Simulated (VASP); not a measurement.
A run of VASP 6.6.1 is set up as follows.

File INCAR:

```
SYSTEM = P
PREC = Accurate
ENCUT = 520
EDIFF = 1E-6
ISMEAR = 0
SIGMA = 0.02
LREAL = .FALSE.
LASPH = .TRUE.
NELM = 60
ALGO = Normal
ISIF = 2
LWAVE = .FALSE.
LCHARG = .FALSE.
GGA = PE
IVDW = 12
NBANDS = 18
```

File KPOINTS:

```
regular mesh
0
G
  9 9 9
  0 0 0
```

The input POSCAR:

```
P
1.0
    1.6602506673     -5.0886101078      0.0000000000
    1.6602506673      5.0886101078      0.0000000000
    0.0000000000      0.0000000000      4.1622703695
P
4
Direct
    0.8933969528      0.1066030472      0.0716577727
    0.6066030472      0.3933969528      0.5716577727
    0.1066030472      0.8933969528      0.9283422273
    0.3933969528      0.6066030472      0.4283422273
```

Potentials or basis: VASP PAW PBE potentials, release 64 (P).

Run with:

```bash
$ cat potpaw_PBE.64/P/POTCAR > POTCAR
$ mpirun -np 1 vasp_std > vasp.out
```

**Question.** Predict the pressure.

**Answer.** -0.3 GPa.

**Question.** What does it give for the largest force?

**Answer.** 0.062 eV/Å.

**Question.** Predict the dispersion energy per atom.

**Answer.** -0.399 eV.

**Question.** Estimate the band gap on the k mesh.

**Answer.** Zero (band 10 reaches 7.49 eV, above the bottom of band 11 at 7.44 eV).

Forces in eV/Å, atoms in the order of the input:
```
P    0.000 -0.043  0.044
P    0.000  0.043  0.044
P    0.000  0.043 -0.044
P    0.000 -0.043 -0.044
```

Caveat: pairwise dispersion overbinds metals, which lowers pressure and volume.
